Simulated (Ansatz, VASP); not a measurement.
# One calculation of SiO2, two programs

```
Si O
1.0
     3.77416    0.00000    0.00000
     0.00000    3.77416    0.00000
     0.00000    0.00000    3.77416
Si O
2 4
Cartesian
  0.0000 0.0000 0.0000
  1.8871 1.8871 1.8871
  0.9435 0.9435 0.9435
  0.9435 2.8306 2.8306
  2.8306 2.8306 0.9435
  2.8306 0.9435 2.8306
```

Alike in both runs: functional r2SCAN; k mesh 4 × 4 × 4; occupations gaussian, width 0.1 eV; no spin polarisation.

Ansatz relaxed the structure, and its values are those at the end. VASP's run is a single point on that final structure, the one shown.

```csv
,VASP,Ansatz
version,VASP 6.6.1,Ansatz 0.2.0
potentials or method,"VASP PAW PBE potentials, release 64 (Si, O), cutoff 520 eV","scalar-relativistic, plane waves, PAW"
valence electrons in the cell,32,32
```

|  | VASP | Ansatz | Ansatz less VASP |
| --- | --- | --- | --- |
| gap on the k mesh at the Fermi level (eV) | 5.75 | 5.74 | -0.011 |
| least direct gap on the mesh (eV) | 6.34 | 6.32 | -0.015 |
| pressure (GPa) | 0.2 | 0.0 | -0.20 |

VASP's potentials were made for PBE, not for r2SCAN. With one functional, cell and mesh, what is left measures potentials, basis and numerics.
